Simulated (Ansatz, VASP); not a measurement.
# Mg in VASP and in Ansatz

INCAR

```
SYSTEM = Mg
ALGO = Normal
EDIFF = 1E-7
ENCUT = 520
GGA = CA
ISIF = 2
ISMEAR = 0
LASPH = .TRUE.
LCHARG = .TRUE.
LELF = .TRUE.
LREAL = .FALSE.
LVHAR = .TRUE.
LWAVE = .FALSE.
NBANDS = 7
NELM = 100
PREC = Accurate
SIGMA = 0.15
```

File KPOINTS:

```
k-points
0
G
  18 18 16
  0 0 0
```

POSCAR

```
Mg
1.0
    3.0045453035      0.0000000000      0.0000000000
   -1.5022726518      2.6020125596      0.0000000000
    0.0000000000      0.0000000000      3.1361826971
Mg
1
Direct
    0.0000000000      0.0000000000      0.0000000000
```

Input for Ansatz:

```yaml
crystal:
  lattice:
    - [3.0045453035, 0.0, 0.0]
    - [-1.5022726518, 2.6020125596, 0.0]
    - [0.0, 0.0, 3.1361826971]
  atoms:
    - { symbol: Mg, position: [0.0, 0.0, 0.0] }
basis:
  ecutwfc: 420
kpoints:
  mp_grid: { grid: [18, 18, 16] }
hamiltonian:
  xc: lda
scf:
  occupations: { method: gaussian, width: 0.15 }
output:
  forces: true
  stress: true
  eigenvalues: true
```

Change from the starting cell: strain -0.015 along x and y, +0.030 along z, atoms carried along.

Alike in both runs: task single point; functional LDA; k mesh 18 × 18 × 16; occupations gaussian, width 0.15 eV; no spin polarisation.

```csv
,VASP,Ansatz
version,VASP 6.6.1,Ansatz 0.2.0
potentials or method,"VASP PAW LDA potentials, release 64 (Mg), cutoff 520 eV","scalar-relativistic, plane waves, PAW"
valence electrons in the cell,2,10
```

Ansatz gave:

| Property | Result |
| --- | --- |
| gap on the k mesh at the Fermi level (eV) | none |
| pressure (GPa) | -0.1 |
| traceless stress, the component that is largest in VASP (GPa) | -1.84 |

**Question.** Which values does VASP return?

**Answer.** gap on the k mesh at the Fermi level (eV): none; pressure (GPa): -0.3; traceless stress, the component that is largest in VASP (GPa): -1.84.

LDA's correlation is that of Perdew and Zunger in VASP and of Perdew and Wang (1992) in Ansatz. A gap of «none» marks a metal or a gap that the smearing closes. VASP's potentials hold 2 valence electrons a cell and Ansatz's 10, so a difference there can come from the potentials and not from the codes.
